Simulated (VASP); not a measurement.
Ta4Br, 5 atoms in the cell. It takes space group Im-3m (No. 229, cubic). The conventional cell has a = 5.790 Å, b = 5.790 Å, c = 5.790 Å, α = 90.00°, β = 90.00°, γ = 90.00°. Within 3.3 Å of Ta (site symmetry -3m) lie 2 Br at 2.51 Å and 6 Ta at 2.89 Å. Br (site symmetry m-3m) has 8 Ta at 2.51 Å within 3.3 Å. The cell was generated, and may not be a known phase.

| Property | Result |
| --- | --- |
| Program | VASP 6.6.1 |
| Task | single point |
| Functional | PBE |
| Potentials or basis | VASP PAW PBE potentials, release 64 (Ta_pv, Br) |
| Cutoff | 520 eV |
| k mesh | 4 × 4 × 4 |
| Occupations | gaussian, width 0.1 eV |
| Spin | no spin polarisation |
| Dipole correction | no |
| Further INCAR settings | ALGO = Normal; EDIFF = 1e-06; NBANDS = 34 |

Potentials or basis: VASP PAW PBE potentials, release 64 (Ta_pv, Br).

Command:

```bash
$ cat potpaw_PBE.64/Ta_pv/POTCAR potpaw_PBE.64/Br/POTCAR > POTCAR
$ mpirun -np 1 vasp_std > vasp.out
```

Hardware: 1 thread of Oxide Virtual Turin-like Processor, on a shared host.

Q: Estimate the wall time of this run.

A: It took 46 s on 1 thread of Oxide Virtual Turin-like Processor (shared host), peak memory 0.2 GiB. Counts: scf iterations 12, k points 8.
